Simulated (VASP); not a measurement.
Write the native input for VASP 6.6.1 that does the following.

* Task: single point
* Functional: PBE
* Potentials or basis: VASP PAW PBE potentials, release 64 (Ag)
* Cutoff: 520 eV
* k mesh: 12 × 12 × 1
* Occupations: gaussian, width 0.1 eV
* Spin: no spin polarisation
* Dipole correction: yes
* Further INCAR settings: ALGO = Normal; EDIFF = 1e-06; NBANDS = 24

The structure of Ag lies in POSCAR:

```
Ag
1.0
    5.4528803246     -0.0000002726      0.0000000000
   -2.7264399262      4.7223330212      0.0000000000
    0.0000000000      0.0000000000     23.8000000000
Ag
3
Direct
    0.5000000000      0.0000000000      0.2941176471
    0.0000000000      0.5000000000      0.2941176471
    0.5000000000      0.5000000000      0.2941176471
```

The cell was built from a structure type or drawn by symmetry, and may not be a known phase.

One way to write it, as run:

INCAR

```
ALGO = Normal
DIPOL = 0.5 0.5 0.294
EDIFF = 1E-6
ENCUT = 520
GGA = PE
IDIPOL = 3
ISIF = 2
ISMEAR = 0
LASPH = True
LCHARG = False
LDIPOL = True
LREAL = False
LWAVE = False
NBANDS = 24
NELM = 60
PREC = Accurate
SIGMA = 0.1
```

KPOINTS

```
k-points
0
Gamma
  12 12 1
```

Potentials or basis: VASP PAW PBE potentials, release 64 (Ag).

The run is started by

```bash
$ cat potpaw_PBE.64/Ag/POTCAR > POTCAR
$ mpirun -np 1 vasp_std > vasp.out
```

Results of the run:

| Quantity | Value |
| --- | --- |
| Band gap on the k mesh | zero (an odd number of electrons rules out a gap without spin polarisation) |

Run time: 7.1 min on 1 thread of AMD EPYC 9R45 (Zen 5) (shared host), peak memory 0.67 GiB.
